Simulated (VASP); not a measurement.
# Cs in VASP: further runs

The runs below take Cs through electric field gradients, with LDA.

Program: VASP 6.6.1. These are calculated values, not measurements. Logs are shortened: lines on timing, memory, paths and dates and some standing lists are left out, and cuts for length are marked.

### Step 1. The cell of the first run

It takes space group I4/mmm (No. 139, tetragonal). Conventional cell: a = 6.045 Å, b = 6.045 Å, c = 5.985 Å, α = 90.00°, β = 90.00°, γ = 90.00°.

### Step 2. Electric field gradients, LDA (zz strain of -1 %)

The input, INCAR:

```
ALGO = Normal
EDIFF = 1E-8
ENCUT = 520
GGA = CA
ISIF = 2
ISMEAR = -1
LASPH = T
LCHARG = F
LEFG = T
LREAL = F
LWAVE = F
NBANDS = 10
NELM = 60
PREC = Accurate
SIGMA = 0.05
```

The input, KPOINTS:

```
k-points
0
Gamma
  9 9 9
```

The input, POSCAR:

```
Cs
1.0
   -3.0225000000      3.0225000000      2.9922750000
    3.0225000000     -3.0225000000      2.9922750000
    3.0225000000      3.0225000000     -2.9922750000
Cs
1
Direct
    0.0000000000      0.0000000000      0.0000000000
```

Potentials or basis: VASP PAW LDA potentials, release 64 (Cs_sv).

The run is started by

```sh
> cat potpaw_LDA.64/Cs_sv/POTCAR > POTCAR
> mpirun -np 1 vasp_std > vasp.out
```

OUTCAR:

```text
EDIFF = 1E-8
   ENCUT = 520
   GGA = CA
   ISIF = 2
   ISMEAR = -1
   LASPH = T
   LREAL = F
   NELM = 60
   PREC = Accurate

 ion  position               nearest neighbor table
   1  0.000  0.000  0.000-

  LATTYP: Found a body centered tetragonal cell.
 ALAT       =     6.0450000000
 C/A-ratio  =     0.9900000000

  Lattice vectors:

 A1 = (  -3.0225000000,   3.0225000000,   2.9922750000)
 A2 = (   3.0225000000,  -3.0225000000,   2.9922750000)
 A3 = (   3.0225000000,   3.0225000000,  -2.9922750000)

Analysis of symmetry for initial positions (statically):
=====================================================================
 Subroutine PRICEL returns:
 Original cell was already a primitive cell.

 Routine SETGRP: Setting up the symmetry group for a
 body centered tetragonal supercell.

 Subroutine GETGRP returns: Found 16 space group operations
 (whereof 16 operations were pure point group operations)
 out of a pool of 16 trial point group operations.

The static configuration has the point symmetry D_4h.

Analysis of symmetry for dynamics (positions and initial velocities):
=====================================================================
 Subroutine PRICEL returns:
 Original cell was already a primitive cell.

 Routine SETGRP: Setting up the symmetry group for a
 body centered tetragonal supercell.

 Subroutine GETGRP returns: Found 16 space group operations
 (whereof 16 operations were pure point group operations)
 out of a pool of 16 trial point group operations.

The dynamic configuration has the point symmetry D_4h.

 Subroutine INISYM returns: Found 16 space group operations
 (whereof 16 operations are pure point group operations),
 and found     1 'primitive' translations

----------------------------------------------------------------------------------------

                                     Primitive cell

  volume of cell :     109.3438

  direct lattice vectors                    reciprocal lattice vectors
    -3.022500000  3.022500000  2.992275000     0.000000000  0.165425972  0.167096941
     3.022500000 -3.022500000  2.992275000     0.165425972  0.000000000  0.167096941
     3.022500000  3.022500000 -2.992275000     0.165425972  0.165425972  0.000000000

  length of vectors
     5.217731516  5.217731516  5.217731516     0.235132176  0.235132176  0.233947653

  position of ions in fractional coordinates (direct lattice)
     0.000000000  0.000000000  0.000000000

  ion indices of the primitive-cell ions
   primitive index   ion index
                 1           1

----------------------------------------------------------------------------------------

 KPOINTS: k-points

Automatic generation of k-mesh.
 Grid dimensions read from file:
 generate k-points for:    9    9    9

 Generating k-lattice:

  Cartesian coordinates                     Fractional coordinates (reciprocal lattice)
     0.000000000  0.018380664  0.018566327     0.111111111  0.000000000 -0.000000000
     0.018380664  0.000000000  0.018566327     0.000000000  0.111111111 -0.000000000
     0.018380664  0.018380664  0.000000000     0.000000000  0.000000000  0.111111111

  Length of vectors
     0.026125797  0.026125797  0.025994184

  Shift w.r.t. Gamma in fractional coordinates (k-lattice)
     0.000000000  0.000000000  0.000000000

 Subroutine IBZKPT returns following result:
 ===========================================

 Found     75 irreducible k-points:

 Following reciprocal coordinates:
            Coordinates               Weight
  0.000000  0.000000  0.000000      1.000000
  0.111111 -0.000000  0.000000      8.000000
  0.222222  0.000000  0.000000      8.000000
  0.333333  0.000000  0.000000      8.000000
  0.444444  0.000000  0.000000      8.000000
  0.111111  0.111111  0.000000      8.000000
[... 16 lines left out ...]
 -0.333333  0.333333  0.000000      4.000000
  0.444444  0.444444 -0.000000      8.000000
 [... further k-points ...]
   k-points           NKPTS =     75   k-points in BZ     NKDIM =     75   number of bands    NBANDS=     10
   number of dos      NEDOS =    301   number of ions     NIONS =      1
   total plane-waves  NPLWV =  64000
   dimension x,y,z NGX =    40 NGY =   40 NGZ =   40
   dimension x,y,z NGXF=    80 NGYF=   80 NGZF=   80
   ions per type =               1
   NGX,Y,Z   is equivalent  to a cutoff of  12.74, 12.74, 12.74 a.u.
   NGXF,Y,Z  is equivalent  to a cutoff of  25.49, 25.49, 25.49 a.u.
 SYSTEM =  unknown system
   PREC   = accura    normal or accurate (medium, high low for compatibility)
   ISTART =      0    job   : 0-new  1-cont  2-samecut
   ICHARG =      2    charge: 1-file 2-atom 10-const
   ISPIN  =      1    spin polarized calculation?
   LNONCOLLINEAR =      F non collinear calculations
   LSORBIT =      F    spin-orbit coupling
   LASPH  =      T    aspherical Exc in radial PAW
   ENCUT  =  520.0 eV  38.22 Ry    6.18 a.u.   9.70  9.70  9.70*2*pi/ulx,y,z
   NELM   =     60;   NELMIN=  2; NELMDL= -5     # of ELM steps
   EDIFF  = 0.1E-07   stopping-criterion for ELM
   LREAL  =      F    real-space projection
   EDIFFG = 0.1E-06   stopping-criterion for IOM
   NSW    =      0    number of steps for IOM
   IBRION =     -1    ionic relax: 0-MD 1-quasi-New 2-CG
   NFREE  =      0    steps in history (QN), initial steepest desc. (CG)
   ISIF   =      2    stress and relaxation
   ISYM   =      2    0-nonsym 1-usesym 2-fastsym
   POTIM  = 0.5000    time-step for ionic-motion
   TEBEG  =    0.0;   TEEND  =   0.0 temperature during run
   PSTRESS=    0.0 pullay stress
   NELECT =       9.0000    total number of electrons
   NUPDOWN=      -1.0000    fix difference up-down
   EMIN   =  10.00;   EMAX   =-10.00  energy-range for DOS
[... 5 lines left out ...]
     AMIX     =   0.40;   BMIX     =  1.00
     AMIX_MAG =   1.60;   BMIX_MAG =  1.00
  volume/ion in A,a.u.               =     109.34       737.89
  Fermi-wavevector in a.u.,A,eV,Ry     =   0.712127  1.345725  6.899858  0.507125
  Thomas-Fermi vector in A             =   1.799421
   LORBIT       =      0    0 simple, 1 ext, 2 COOP (PROOUT), +10 PAW based schemes
   GGA     = CA    functional components
   LHFCALC =     F    Hartree Fock is set to
   AEXX    =    0.0000 exact exchange contribution
   IVDW    =     0    specifies the selected vdW correction
   LEPSILON=     F    determine dielectric tensor
   LRPA    =     F    only Hartree local field effects (RPA)
 non-spin polarized calculation
  energy-cutoff  :      520.00
  volume of cell :      109.34
 maximum number of plane-waves:      2963
   NGX = 19   NGY = 19   NGZ = 19

 number of electron       8.9999998 magnetization

 Free energy of the ion-electron system (eV)
  ---------------------------------------------------
  ext. energy  EPLUGINS =         0.00000000
  ---------------------------------------------------
  free energy    TOTEN  =        -0.98756551 eV

  energy without entropy =       -0.97748481  energy(sigma->0) =       -0.98252516

 E-fermi :   0.4124     XC(G=0):  -5.6749

 val. band max:        0.4094213156   @ k =  -0.2222   0.4444   0.1111
 cond. band min:       0.4267839201   @ k =  -0.2222  -0.3333   0.1111
 fundamental gap:      0.0173626045
 Fermi energy:         0.4124364015

 k-point     1 :       0.0000    0.0000    0.0000
  band No.  band energies     occupation
      1     -23.3832      2.00000
      2     -10.1097      2.00000
      3     -10.1097      2.00000
      4     -10.1096      2.00000
      5      -1.3241      2.00000
      6       2.8327      0.00000
      7       2.8759      0.00000
      8       2.8759      0.00000
      9       3.7618      0.00000
     10       3.8240      0.00000

 k-point     2 :       0.1111   -0.0000    0.0000
  band No.  band energies     occupation
      1     -23.3822      2.00000
      2     -10.1300      2.00000
      3     -10.1163      2.00000
      4     -10.1097      2.00000
      5      -1.1792      2.00000
      6       2.7090      0.00000
      7       2.7452      0.00000
      8       3.0008      0.00000
      9       3.6119      0.00000
     10       3.7624      0.00000
[... 274 lines left out ...]
 k-point    24 :       0.4444    0.4444   -0.0000
  band No.  band energies     occupation
      1     -23.3743      2.00000
      2     -10.2708      2.00000
      3     -10.1702      2.00000
      4     -10.1166      2.00000
      5       0.5151      0.22732
      6       1.3711      0.00000
      7       1.9801      0.00000
      8       3.4685      0.00000
      9       4.2034      0.00000
     10       4.9221      0.00000

 [... further k-points ...]
[... 5 lines left out ...]
  --------------------------------------------------------------------------------------
  -------------------------------------------------------------------------------------
  Total       -0.1847378     -0.1847378     -0.1850745      0.0000000      0.0000000     -0.0000000
  in kB       -2.7069005     -2.7069005     -2.7118334      0.0000000      0.0000000     -0.0000000
  external PRESSURE =      -2.7085448 kB  Pullay stress =       0.0000000 kB

 VOLUME and BASIS-vectors are now :
 -----------------------------------------------------------------------------
  energy-cutoff  :      520.00
  volume of cell :      109.34
      direct lattice vectors                 reciprocal lattice vectors
    -3.022500000  3.022500000  2.992275000     0.000000000  0.165425972  0.167096941
     3.022500000 -3.022500000  2.992275000     0.165425972  0.000000000  0.167096941
     3.022500000  3.022500000 -2.992275000     0.165425972  0.165425972  0.000000000

 POSITION                                       TOTAL-FORCE (eV/Angst)
 -----------------------------------------------------------------------------------
      0.00000      0.00000      0.00000         0.000000      0.000000     -0.000000
 -----------------------------------------------------------------------------------
    total drift:                               -0.000000      0.000000     -0.000000

  FREE ENERGIE OF THE ION-ELECTRON SYSTEM (eV)
  ---------------------------------------------------
  free  energy   TOTEN  =        -0.9875655092 eV

  energy  without entropy=       -0.9774848098  energy(sigma->0) =       -0.98252516

 Electric field gradients (V/A^2)
---------------------------------------------------------------------
 ion       V_xx      V_yy      V_zz      V_xy      V_xz      V_yz
---------------------------------------------------------------------
   1      -0.041    -0.041     0.083    -0.000    -0.000    -0.000
---------------------------------------------------------------------

 Electric field gradients after diagonalization (V/A^2)
 (convention: |V_zz| > |V_xx| > |V_yy|)
----------------------------------------------------------------------
 ion       V_xx      V_yy      V_zz     asymmetry (V_yy - V_xx)/ V_zz
----------------------------------------------------------------------
   1      -0.042    -0.041     0.083       0.012
----------------------------------------------------------------------

           NMR quadrupolar parameters

 Cq : quadrupolar parameter    Cq=e*Q*V_zz/h
 eta: asymmetry parameters     (V_yy - V_xx)/ V_zz
 Q  : nuclear electric quadrupole moment in mb (millibarn)
----------------------------------------------------------------------
 ion       Cq(MHz)       eta       Q (mb)
----------------------------------------------------------------------
   1       0.000       0.012       1.000
----------------------------------------------------------------------
```

Wall time 39 s (1 thread of Intel Xeon Platinum 8488C (Sapphire Rapids), shared host); peak memory 0.23 GiB.

Results:

* Free energy: -0.9876 eV
* Pressure: -0.3 GPa

Caveat: the cell differs from its parent crystal (zz strain of -1 %); without QUAD_EFG the Cq values of the log hold for a quadrupole moment of 1 mb, not for the nuclei; spin-orbit coupling is left out, which moves the levels of the heavy elements.

[end of part 1 of 2]
